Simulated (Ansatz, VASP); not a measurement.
One calculation of RbNa3Te2, two programs

```
Rb Na Te
1.0
    -3.63627    3.63627    5.97338
     3.63627   -3.63627    5.97338
     3.63627    3.63627   -5.97338
Rb Na Te
1 3 2
Direct
  0.50000 0.50000 0.00000
  0.50000 0.00000 0.50000
  0.00000 0.50000 0.50000
  0.00000 0.00000 0.00000
  0.22419 0.22419 0.00000
  0.77581 0.77581 0.00000
```

Alike in both runs: functional PBE; k mesh 8 × 8 × 8; occupations gaussian, width 0.1 eV; no spin polarisation.

Ansatz relaxed the structure, and its values are those at the end. VASP's run is a single point on that final structure, the one shown.

```csv
,VASP,Ansatz
version,VASP 6.6.1,Ansatz 0.2.0
potentials or method,"VASP PAW PBE potentials, release 64 (Rb_sv, Na_pv, Te), cutoff 520 eV","scalar-relativistic, plane waves, PAW"
valence electrons in the cell,42,68
```

```csv
,VASP,Ansatz,Ansatz less VASP
gap on the k mesh at the Fermi level (eV),none,none,-
pressure (GPa),0.0,0.0,-0.01
```

A gap of «none» marks a metal or a gap that the smearing closes. VASP's potentials hold 42 valence electrons a cell and Ansatz's 68, so a difference there can come from the potentials and not from the codes.

Spin-orbit coupling is off throughout.
